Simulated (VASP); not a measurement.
InO2: single point with PBE

InO2:

```
In O
1.0
     0.00000    3.43549    3.43549
     3.43549    0.00000    3.43549
     3.43549    3.43549    0.00000
In O
2 4
Direct
  0.00000 0.00000 0.00000
  0.25000 0.25000 0.25000
  0.62500 0.62500 0.62500
  0.12500 0.62500 0.62500
  0.62500 0.62500 0.12500
  0.62500 0.12500 0.62500
```

* Program: VASP 6.6.1
* Task: single point
* Functional: PBE
* Potentials or basis: VASP PAW PBE potentials, release 64 (In_d, O)
* Cutoff: 520 eV
* k mesh: 10 × 10 × 10
* Occupations: gaussian, width 0.1 eV
* Spin: collinear spin, ferromagnetic start
* Starting moments: [0.12, 0.12, 1.4, 1.4, 1.4, 1.4] μB
* Dipole correction: no
* Further INCAR settings: ALGO = Normal; EDIFF = 1e-06; NBANDS = 38

| Quantity | Value |
| --- | --- |
| Pressure | -0.1 GPa |
| Net moment | 5.54 μB per cell |
| Site moments | In +0.13; O +1.14 μB |
| Valence electrons inside the program's atomic spheres | In 11.16; O 4.70 |

Levels at points of the mesh, in eV from the Fermi level:
Spin up:
```csv
k point,band 25,band 26,band 27,band 28,band 29,band 30,band 31,band 32
"(0.00, 0.00, 0.00)",-0.40,-0.40,-0.40,2.37,2.68,2.68,2.68,8.71
"(0.50, 0.00, 0.00)",-1.00,-0.45,-0.45,-0.40,3.96,3.96,4.67,8.56
"(0.50, 0.50, 0.00)",-0.55,-0.55,-0.16,-0.16,3.74,3.74,6.85,6.85
```
Spin down:
| k point | band 20 | band 21 | band 22 | band 23 | band 24 | band 25 |
| --- | --- | --- | --- | --- | --- | --- |
| (0.00, 0.00, 0.00) | -1.74 | -1.74 | 1.05 | 1.05 | 1.05 | 2.40 |
| (0.50, 0.00, 0.00) | -1.22 | -1.22 | -0.47 | -0.47 | 0.29 | 1.08 |
| (0.50, 0.50, 0.00) | -1.14 | -0.50 | -0.50 | -0.26 | -0.26 | 1.25 |

Run time: 2.3 min on 1 thread of Intel(R) Xeon(R) 6975P-C (Granite Rapids) (shared host), peak memory 0.36 GiB.

Caveat: spin-orbit coupling is left out, which moves the levels of the heavy elements.
